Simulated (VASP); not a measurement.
# GaAs (F-43m) in VASP: further runs

The runs below take GaAs through single point, with PBE.

All numbers are computed with VASP 6.6.1; they aren't measurements. Logs are shortened: lines on timing, memory, paths and dates and some standing lists are left out, and cuts for length are marked.

## (1) The cell of the first run

It takes space group F-43m (No. 216, cubic). The conventional cell has a = 5.666 Å, b = 5.666 Å, c = 5.666 Å, α = 90.00°, β = 90.00°, γ = 90.00°. Ga (site symmetry -43m) has 4 As at 2.45 Å within 3.2 Å. As (site symmetry -43m) has 4 Ga at 2.45 Å within 3.2 Å.

## (2) Single point, PBE

Input file INCAR:

```
  PREC = Accurate
  ENCUT = 520
  EDIFF = 1E-6
  ISMEAR = 0
  SIGMA = 0.01
  LREAL = F
  LASPH = T
  NELM = 60
  ALGO = Normal
  ISIF = 2
  LWAVE = F
  LCHARG = F
  GGA = PE
  NBANDS = 16
```

Input file KPOINTS:

```
regular mesh
0
Gamma
  6 6 6
```

Input file POSCAR:

```
GaAs
1.0
    0.0000000000      2.8330850955      2.8330850955
    2.8330850955      0.0000000000      2.8330850955
    2.8330850955      2.8330850955      0.0000000000
Ga As
1 1
Direct
    0.0000000000      0.0000000000      0.0000000000
    0.2500000000      0.2500000000      0.2500000000
```

Potentials or basis: VASP PAW PBE potentials, release 64 (Ga_d, As).

Command:

```
> cat potpaw_PBE.64/Ga_d/POTCAR potpaw_PBE.64/As/POTCAR > POTCAR
> mpirun -np 1 vasp_std > vasp.out
```

OUTCAR:

```text
PREC = Accurate
   ENCUT = 520
   EDIFF = 1E-6
   ISMEAR = 0
   LREAL = F
   LASPH = T
   NELM = 60
   ISIF = 2
   GGA = PE

 ion  position               nearest neighbor table
   1  0.000  0.000  0.000-   2 2.45   2 2.45   2 2.45   2 2.45
   2  0.250  0.250  0.250-   1 2.45   1 2.45   1 2.45   1 2.45

  LATTYP: Found a face centered cubic cell.
 ALAT       =     5.6661701910

  Lattice vectors:

 A1 = (   0.0000000000,   2.8330850955,   2.8330850955)
 A2 = (   2.8330850955,   0.0000000000,   2.8330850955)
 A3 = (   2.8330850955,   2.8330850955,   0.0000000000)

Analysis of symmetry for initial positions (statically):
=====================================================================
 Subroutine PRICEL returns:
 Original cell was already a primitive cell.

 Routine SETGRP: Setting up the symmetry group for a
 face centered cubic supercell.

 Subroutine GETGRP returns: Found 24 space group operations
 (whereof 24 operations were pure point group operations)
 out of a pool of 48 trial point group operations.

The static configuration has the point symmetry T_d .

Analysis of symmetry for dynamics (positions and initial velocities):
=====================================================================
 Subroutine PRICEL returns:
 Original cell was already a primitive cell.

 Routine SETGRP: Setting up the symmetry group for a
 face centered cubic supercell.

 Subroutine GETGRP returns: Found 24 space group operations
 (whereof 24 operations were pure point group operations)
 out of a pool of 48 trial point group operations.

The dynamic configuration has the point symmetry T_d .

 Subroutine INISYM returns: Found 24 space group operations
 (whereof 24 operations are pure point group operations),
 and found     1 'primitive' translations

----------------------------------------------------------------------------------------

                                     Primitive cell

  volume of cell :      45.4788

  direct lattice vectors                    reciprocal lattice vectors
     0.000000000  2.833085095  2.833085095    -0.176486051  0.176486051  0.176486051
     2.833085095  0.000000000  2.833085095     0.176486051 -0.176486051  0.176486051
     2.833085095  2.833085095  0.000000000     0.176486051  0.176486051 -0.176486051

  length of vectors
     4.006587365  4.006587365  4.006587365     0.305682807  0.305682807  0.305682807

  position of ions in fractional coordinates (direct lattice)
[... 63 lines left out ...]
   ICHARG =      2    charge: 1-file 2-atom 10-const
   ISPIN  =      1    spin polarized calculation?
   LNONCOLLINEAR =      F non collinear calculations
   LSORBIT =      F    spin-orbit coupling
   LASPH  =      T    aspherical Exc in radial PAW
   ENCUT  =  520.0 eV  38.22 Ry    6.18 a.u.   7.45  7.45  7.45*2*pi/ulx,y,z
   NELM   =     60;   NELMIN=  2; NELMDL= -5     # of ELM steps
   EDIFF  = 0.1E-05   stopping-criterion for ELM
   LREAL  =      F    real-space projection
[... 7 lines left out ...]
   TEBEG  =    0.0;   TEEND  =   0.0 temperature during run
   PSTRESS=    0.0 pullay stress
   NELECT =      18.0000    total number of electrons
   NUPDOWN=      -1.0000    fix difference up-down
   EMIN   =  10.00;   EMAX   =-10.00  energy-range for DOS
   EFERMI =   0.00;   METHOD = LEGACY
   ISMEAR =     0;   SIGMA  =   0.01  broadening in eV -4-tet -1-fermi 0-gaus
   EFERMI_NEDOS =   21; number of points for ismear=-14 and -15
   IALGO  =     38    algorithm
   IMIX   =      4    mixing-type and parameters
     AMIX     =   0.40;   BMIX     =  1.00
     AMIX_MAG =   1.60;   BMIX_MAG =  1.00
  volume/ion in A,a.u.               =      22.74       153.45
  Fermi-wavevector in a.u.,A,eV,Ry     =   1.201977  2.271407 19.656990  1.444748
  Thomas-Fermi vector in A             =   2.337771
   LORBIT       =      0    0 simple, 1 ext, 2 COOP (PROOUT), +10 PAW based schemes
   GGA     = PE    functional components
   LHFCALC =     F    Hartree Fock is set to
   AEXX    =    0.0000 exact exchange contribution
   IVDW    =     0    specifies the selected vdW correction
   LEPSILON=     F    determine dielectric tensor
   LRPA    =     F    only Hartree local field effects (RPA)
 non-spin polarized calculation
 Gauss-broadening in eV      SIGMA  =   0.01
  energy-cutoff  :      520.00
  volume of cell :       45.48
 maximum number of plane-waves:      1243
 NGX is ok and might be reduce to    30
   NGX = 15   NGY = 15   NGZ = 15

 number of electron      17.9999990 magnetization

 Free energy of the ion-electron system (eV)
  ---------------------------------------------------
  ext. energy  EPLUGINS =         0.00000000
  ---------------------------------------------------
  free energy    TOTEN  =        -8.23300330 eV

  energy without entropy =       -8.23300330  energy(sigma->0) =       -8.23300330

 E-fermi :   3.9829     XC(G=0):  -9.5538

 val. band max:        3.8785895351   @ k =   0.0000   0.0000   0.0000
 cond. band min:       4.3467037139   @ k =   0.0000   0.0000   0.0000
 fundamental gap:      0.4681141788
 Fermi energy:         3.9828836088

 k-point     1 :       0.0000    0.0000    0.0000
  band No.  band energies     occupation
      1     -10.9286      2.00000
      2     -10.9286      2.00000
      3     -10.9286      2.00000
      4     -10.8513      2.00000
      5     -10.8513      2.00000
      6      -8.8001      2.00000
[... 281 lines left out ...]
      3     -10.8846      2.00000
      4     -10.8658      2.00000
      5     -10.8443      2.00000
      6      -6.2799      2.00000
[... 8 lines left out ...]
     15      16.0415      0.00000
     16      17.1675      0.00000

------------------------ aborting loop because EDIFF is reached ----------------------------------------

  FORCE on cell =-STRESS in cart. coord.  units (eV):
  Direction    XX          YY          ZZ          XY          YZ          ZX
  --------------------------------------------------------------------------------------
  -------------------------------------------------------------------------------------
  Total        0.8332371      0.8332371      0.8332371      0.0000000      0.0000000      0.0000000
  in kB       29.3542062     29.3542062     29.3542062      0.0000000      0.0000000      0.0000000
  external PRESSURE =      29.3542062 kB  Pullay stress =       0.0000000 kB

 VOLUME and BASIS-vectors are now :
 -----------------------------------------------------------------------------
  energy-cutoff  :      520.00
  volume of cell :       45.48
      direct lattice vectors                 reciprocal lattice vectors
     0.000000000  2.833085095  2.833085095    -0.176486051  0.176486051  0.176486051
     2.833085095  0.000000000  2.833085095     0.176486051 -0.176486051  0.176486051
     2.833085095  2.833085095  0.000000000     0.176486051  0.176486051 -0.176486051

 POSITION                                       TOTAL-FORCE (eV/Angst)
 -----------------------------------------------------------------------------------
      0.00000      0.00000      0.00000        -0.000000      0.000000      0.000000
      1.41654      1.41654      1.41654         0.000000     -0.000000     -0.000000
 -----------------------------------------------------------------------------------
    total drift:                                0.000002      0.000002      0.000002

  FREE ENERGIE OF THE ION-ELECTRON SYSTEM (eV)
  ---------------------------------------------------
  free  energy   TOTEN  =        -8.2330032959 eV

  energy  without entropy=       -8.2330032959  energy(sigma->0) =       -8.23300330
```

stdout:

```text
POSCAR found type information on POSCAR GaAs
 POSCAR found :  2 types and       2 ions
 scaLAPACK will be used
 LDA part: xc-table for (Slater+PW92), standard interpolation
 POSCAR, INCAR and KPOINTS ok, starting setup
 FFT: planning ... GRIDC
 FFT: planning ... GRID_SOFT
 FFT: planning ... GRID
 WAVECAR not read
 entering main loop
```

Wall time 12 s (1 thread of Intel Xeon Platinum 8259CL at 2.50GHz (Skylake/Cascade Lake), shared host); peak memory 0.16 GiB.

Results:

* Free energy: -8.2330 eV
* Pressure: 2.9 GPa
* Band gap on the k mesh: 0.47 eV, direct

## (3) Single point, PBE

Input file INCAR:

```
SYSTEM = GaAs
  ALGO = Normal
  EDIFF = 1E-6
  ENCUT = 520
  GGA = PE
  ISIF = 2
  ISMEAR = 0
  LASPH = .True.
  LCHARG = .False.
  LREAL = .False.
  LWAVE = .False.
  NBANDS = 16
  NELM = 100
  PREC = Accurate
  SIGMA = 0.01
```

Input file KPOINTS:

```
k-points
0
Gamma
  6 6 6
  0 0 0
```

POSCAR is that of step 2.

Potentials or basis: VASP PAW PBE potentials, release 64 (Ga_d, As).

Command:

```
> cat potpaw_PBE.64/Ga_d/POTCAR potpaw_PBE.64/As/POTCAR > POTCAR
> mpirun -np 1 vasp_std > vasp.out
```

Run time: 12 s. Hardware: 1 thread of Intel Xeon Platinum 8259CL at 2.50GHz (Skylake/Cascade Lake), shared host; peak memory 0.17 GiB.

Results (log left out):

| Property | Result |
| --- | --- |
| Free energy | -8.2330 eV |
| Pressure | 2.9 GPa |
| Band gap on the k mesh | 0.47 eV, direct |

Levels at points of the mesh, in eV from the valence-band top:
```
           k point  band 5  band 6  band 7  band 8  band 9  band 10  band 11  band 12  band 13  band 14
(0.00, 0.00, 0.00)  -14.73  -12.68    0.00    0.00    0.00     0.47     3.72     3.72     3.72     7.56
(0.50, 0.00, 0.00)  -14.73  -10.93   -6.61   -1.13   -1.13     0.98     4.63     4.63     7.74    10.35
(0.50, 0.50, 0.00)  -14.72  -10.20   -6.79   -2.66   -2.66     1.47     1.65    10.11    10.11    10.92
```

A hybrid or GW would open this gap; PBE tends to underestimate it.
